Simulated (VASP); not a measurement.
# HfO2 (Fm-3m) in VASP: further runs

Runs on HfO2. Level: PBE. Tasks: vibrations by perturbation theory.

All numbers are computed with VASP 6.6.1; they aren't measurements. Logs are shortened: lines on timing, memory, paths and dates and some standing lists are left out, and cuts for length are marked.

### Step 1. The cell of the first run

It takes space group Fm-3m (No. 225, cubic). The conventional cell has a = 5.084 Å, b = 5.084 Å, c = 5.084 Å, α = 90.00°, β = 90.00°, γ = 90.00°. Hf (site symmetry m-3m) has 8 O at 2.20 Å within 2.9 Å. O (site symmetry -43m) has 4 Hf at 2.20 Å and 6 O at 2.54 Å within 2.9 Å.

### Step 2. Vibrations by perturbation theory, PBE

INCAR

```
ALGO = Normal
EDIFF = 1E-8
ENCUT = 520
GGA = PE
IBRION = 8
ISIF = 2
ISMEAR = 0
LASPH = T
LCHARG = T
LEPSILON = T
LREAL = F
LWAVE = F
NELM = 80
NSW = 1
PREC = Accurate
SIGMA = 0.01
```

KPOINTS

```
k-points
0
Gamma
  8 8 8
```

POSCAR

```
HfO2
1.0
    0.0000000000      2.5420161217      2.5420161217
    2.5420161217      0.0000000000      2.5420161217
    2.5420161217      2.5420161217      0.0000000000
Hf O
1 2
Direct
    0.0000000000      0.0000000000      0.0000000000
    0.2500000000      0.2500000000      0.2500000000
    0.7500000000      0.7500000000      0.7500000000
```

Potentials or basis: VASP PAW PBE potentials, release 64 (Hf_pv, O).

Launch:

```sh
$ cat potpaw_PBE.64/Hf_pv/POTCAR potpaw_PBE.64/O/POTCAR > POTCAR
$ mpirun -np 1 vasp_std > vasp.out
```

OUTCAR:

```text
EDIFF = 1E-8
   ENCUT = 520
   GGA = PE
   IBRION = 8
   ISIF = 2
   ISMEAR = 0
   LASPH = T
   LEPSILON = T
   LREAL = F
   NELM = 80
   NSW = 1
   PREC = Accurate

 ion  position               nearest neighbor table
   1  0.000  0.000  0.000-   3 2.20   3 2.20   3 2.20   2 2.20   3 2.20   2 2.20   2 2.20   2 2.20

   2  0.250  0.250  0.250-   1 2.20   1 2.20   1 2.20   1 2.20
   3  0.750  0.750  0.750-   1 2.20   1 2.20   1 2.20   1 2.20

  LATTYP: Found a face centered cubic cell.
 ALAT       =     5.0840322434

  Lattice vectors:

 A1 = (   0.0000000000,   2.5420161217,   2.5420161217)
 A2 = (   2.5420161217,   0.0000000000,   2.5420161217)
 A3 = (   2.5420161217,   2.5420161217,   0.0000000000)

Analysis of symmetry for initial positions (statically):
=====================================================================
 Subroutine PRICEL returns:
 Original cell was already a primitive cell.

 Routine SETGRP: Setting up the symmetry group for a
 face centered cubic supercell.

 Subroutine GETGRP returns: Found 48 space group operations
 (whereof 48 operations were pure point group operations)
 out of a pool of 48 trial point group operations.

The static configuration has the point symmetry O_h .

Analysis of symmetry for dynamics (positions and initial velocities):
=====================================================================
 Subroutine PRICEL returns:
 Original cell was already a primitive cell.

 Routine SETGRP: Setting up the symmetry group for a
 face centered cubic supercell.

 Subroutine GETGRP returns: Found 48 space group operations
 (whereof 48 operations were pure point group operations)
 out of a pool of 48 trial point group operations.

The dynamic configuration has the point symmetry O_h .

 Subroutine INISYM returns: Found 48 space group operations
 (whereof 48 operations are pure point group operations),
 and found     1 'primitive' translations

----------------------------------------------------------------------------------------

                                     Primitive cell

  volume of cell :      32.8522

  direct lattice vectors                    reciprocal lattice vectors
     0.000000000  2.542016122  2.542016122    -0.196694268  0.196694268  0.196694268
     2.542016122  0.000000000  2.542016122     0.196694268 -0.196694268  0.196694268
     2.542016122  2.542016122  0.000000000     0.196694268  0.196694268 -0.196694268

  length of vectors
     3.594953675  3.594953675  3.594953675     0.340684466  0.340684466  0.340684466

  position of ions in fractional coordinates (direct lattice)
     0.000000000  0.000000000  0.000000000
     0.250000000  0.250000000  0.250000000
     0.750000000  0.750000000  0.750000000

  ion indices of the primitive-cell ions
   primitive index   ion index
                 1           1
                 2           2
                 3           3

----------------------------------------------------------------------------------------

 KPOINTS: k-points

[... 600 lines left out ...]

--------------------------------------- Ionic step        3  -------------------------------------------

------------------------ aborting loop because EDIFF is reached ----------------------------------------

 PIEZOELECTRIC TENSOR FIELD DIRECTION 3  (e Angst)
 -----------------------------------------------------------------------------
     0.00002  0.00000 -0.00000           ( -0.00001  0.00000  0.00000)
     0.00000  0.00002 -0.00000           (  0.00000 -0.00001 -0.00000)
     0.00000  0.00000 -0.00043           (  0.00000 -0.00000  0.00000)

 PIEZOELECTRIC TENSOR FIELD DIRECTION 3  (C/m^2)
 -----------------------------------------------------------------------------
     0.00001  0.00000 -0.00000
     0.00000  0.00001 -0.00000
     0.00000  0.00000 -0.00021

--------------------------------------- Ionic step        4  -------------------------------------------

------------------------ aborting loop because EDIFF is reached ----------------------------------------

[... ionic steps 5 to 6 ...]

--------------------------------------- Ionic step        7  -------------------------------------------

 Free energy of the ion-electron system (eV)
  ---------------------------------------------------
  ---------------------------------------------------
  free energy    TOTEN  =        -0.36833184 eV

  energy without entropy =       -0.36833184

------------------------ aborting loop because EDIFF is reached ----------------------------------------

 INTERNAL STRAIN TENSOR  FOR ION    2  DIRECTION 1   (eV/Angst):
 -----------------------------------------------------------------------------
    -0.00158  0.00000  0.00000
     0.00000  0.00090 -6.48497
     0.00000 -6.48497  0.00090

 MACROSCOPIC STATIC DIELECTRIC TENSOR (including local field effects in DFT)
 ------------------------------------------------------
           5.255268    -0.000000     0.000000
           0.000000     5.255268     0.000000
           0.000000    -0.000000     5.255268
 ------------------------------------------------------

 PIEZOELECTRIC TENSOR (including local field effects)  for field in x, y, z        (e  Angst)
          XX          YY          ZZ          XY          YZ          ZX
  --------------------------------------------------------------------------------
  x     0.00000     0.00000     0.00000     0.00000     0.00000     0.00000
  y     0.00000     0.00000     0.00000     0.00000     0.00000     0.00000
  z     0.00000     0.00000     0.00000     0.00000     0.00000     0.00000

 PIEZOELECTRIC TENSOR (including local field effects)  for field in x, y, z        (C/m^2)
          XX          YY          ZZ          XY          YZ          ZX
  --------------------------------------------------------------------------------
  x     0.00000     0.00000     0.00000     0.00000     0.00000     0.00000
  y     0.00000     0.00000     0.00000     0.00000     0.00000     0.00000
  z     0.00000     0.00000     0.00000     0.00000     0.00000     0.00000

 BORN EFFECTIVE CHARGES (including local field effects) (in |e|, cummulative output)
 ---------------------------------------------------------------------------------
 ion    1
    1     5.51318     0.00000     0.00000
    2     0.00000     5.51318     0.00000
    3     0.00000     0.00000     5.51318
 ion    2
    1    -2.75659     0.00000     0.00000
    2     0.00000    -2.75659     0.00000
    3     0.00000     0.00000    -2.75659
 ion    3
    1    -2.75659     0.00000     0.00000
    2     0.00000    -2.75659     0.00000
    3     0.00000     0.00000    -2.75659

 INTERNAL STRAIN TENSOR FOR ION    3 for displacements in x,y,z  (eV/Angst):
          X           Y           Z          XY          YZ          ZX
  --------------------------------------------------------------------------------
  x     0.00000    -0.00000    -0.00000     0.00000     6.48497     0.00000
  y     0.00000     0.00000     0.00000     0.00000     0.00000     6.48497
  z    -0.00000    -0.00000     0.00000     6.48497     0.00000     0.00000

 SECOND DERIVATIVES (NOT SYMMETRIZED)
 ------------------------------------
               1X          1Y          1Z          2X          2Y          2Z          3X          3Y          3Z
  1X    -4.724424    0.000000    0.000000    2.362212    0.000000    0.000000    2.362212    0.000000    0.000000
  1Y     0.000000   -4.724424    0.000000    0.000000    2.362212    0.000000    0.000000    2.362212    0.000000
  1Z     0.000000    0.000000   -4.724424    0.000000    0.000000    2.362212    0.000000    0.000000    2.362212
  2X     2.349363    0.000000    0.000000  -10.590409    0.000000    0.000000    8.241046    0.000000    0.000000
  2Y     0.000000    2.349363   -0.000000    0.000000  -10.590409    0.000000    0.000000    8.241046    0.000000
  2Z     0.000000   -0.000000    2.349363    0.000000    0.000000  -10.590409    0.000000    0.000000    8.241046
  3X     2.349363    0.000000    0.000000    8.241046    0.000000    0.000000  -10.590409    0.000000    0.000000
  3Y     0.000000    2.349363   -0.000000    0.000000    8.241046    0.000000    0.000000  -10.590409    0.000000
  3Z     0.000000   -0.000000    2.349363    0.000000    0.000000    8.241046    0.000000    0.000000  -10.590409

 Eigenvectors and eigenvalues of the dynamical matrix
 ----------------------------------------------------

   1 f  =   16.960266 THz   106.564497 2PiTHz  565.733595 cm-1    70.141995 meV
             X         Y         Z           dx          dy          dz
      0.000000  0.000000  0.000000    -0.000000    0.000000   -0.000000
      1.271008  1.271008  1.271008     0.707106   -0.001149    0.000000
      3.813024  3.813024  3.813024    -0.707106    0.001149   -0.000000
[... 43 lines left out ...]
   9 f/i=    0.006385 THz     0.040116 2PiTHz    0.212967 cm-1     0.026405 meV
             X         Y         Z           dx          dy          dz
      0.000000  0.000000  0.000000    -0.155483    0.907182   -0.010718
      1.271008  1.271008  1.271008    -0.046679    0.272353   -0.003218
      3.813024  3.813024  3.813024    -0.046679    0.272353   -0.003218

--------------------------------------------------------------------------------------------------------

 MACROSCOPIC STATIC DIELECTRIC TENSOR IONIC CONTRIBUTION
 ------------------------------------------------------
          35.501193     0.000000    -0.000000
           0.000000    35.501193    -0.000000
          -0.000000    -0.000000    35.501193
 ------------------------------------------------------

 ELASTIC MODULI CONTR FROM IONIC RELAXATION (kBar)
 Direction    XX          YY          ZZ          XY          YZ          ZX
 --------------------------------------------------------------------------------
 XX          -0.0000      0.0000      0.0000      0.0000     -0.0000     -0.0000
 YY           0.0000     -0.0000     -0.0000      0.0000      0.0000     -0.0000
 ZZ           0.0000     -0.0000     -0.0000     -0.0000      0.0000     -0.0000
 XY           0.0000      0.0000     -0.0000   -217.8253     -0.0000     -0.0000
 YZ          -0.0000      0.0000      0.0000     -0.0000   -217.8253     -0.0000
 ZX          -0.0000     -0.0000     -0.0000     -0.0000     -0.0000   -217.8253
 --------------------------------------------------------------------------------

 PIEZOELECTRIC TENSOR IONIC CONTR  for field in x, y, z        (C/m^2)
          XX          YY          ZZ          XY          YZ          ZX
  --------------------------------------------------------------------------------
  x    -0.00000     0.00000    -0.00000    -0.00000    -0.00000    -0.00000
  y     0.00000     0.00000     0.00000    -0.00000     0.00000     0.00000
  z    -0.00000     0.00000     0.00000     0.00000    -0.00000    -0.00000
```

It took 8.4 min on 1 thread of Intel Xeon 8259CL, shared host; peak memory 0.3 GiB.

Results:

| Item | Value |
| --- | --- |
| Electronic dielectric tensor (diagonal) | 5.26 |
| Born charges (mean of the diagonal) | Hf +5.51; O -2.76 e |
| Highest phonon frequency at Γ, LO-TO splitting left out | 566 cm⁻¹ |

Phonon frequencies in cm⁻¹ (negative: imaginary):
| q point | frequencies |
| --- | --- |
| (0.000, 0.000, 0.000) | 0 0 0 217 217 217 566 566 566 |

Electronic dielectric tensor:
```
5.26 0.00 0.00
0.00 5.26 0.00
0.00 0.00 5.26
```

Born effective charge tensors (e):
atom 1, Hf
```
5.51 0.00 0.00
0.00 5.51 0.00
0.00 0.00 5.51
```
atom 2, O
```
-2.76  0.00  0.00
 0.00 -2.76  0.00
 0.00  0.00 -2.76
```
atom 3, O
```
-2.76  0.00  0.00
 0.00 -2.76  0.00
 0.00  0.00 -2.76
```

Caveat: the cell stands under pressure or tension, which shifts response properties; spin-orbit coupling is left out, which moves the levels of the heavy elements.

(Part 1 of 2 ends here.)
